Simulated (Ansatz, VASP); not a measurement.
## Two plane-wave programs on Sc

```xyz
1
Lattice="3.0931 0.0000 0.0000 -1.5465 2.6787 0.0000 0.0000 0.0000 2.8966" Properties=species:S:1:pos:R:3 pbc="T T T"
Sc    0.0000    0.0000    0.0000
```

Alike in both runs: functional PBEsol; k mesh 21 × 21 × 18; occupations gaussian, width 0.1 eV; no spin polarisation.

Ansatz relaxed the structure, and its values are those at the end. VASP's run is a single point on that final structure, the one shown.

|  | VASP | Ansatz |
| --- | --- | --- |
| version | VASP 6.6.1 | Ansatz 0.2.0 |
| potentials or method | VASP PAW PBE potentials, release 64 (Sc_sv), cutoff 520 eV | scalar-relativistic, plane waves, PAW |
| valence electrons in the cell | 11 | 11 |

```tsv
	VASP	Ansatz	Ansatz less VASP
gap on the k mesh at the Fermi level (eV)	none	none	-
pressure (GPa)	0.0	0.0	-0.02
```

VASP's potentials were made for PBE, not for PBEsol. A gap of «none» marks a metal or a gap that the smearing closes.
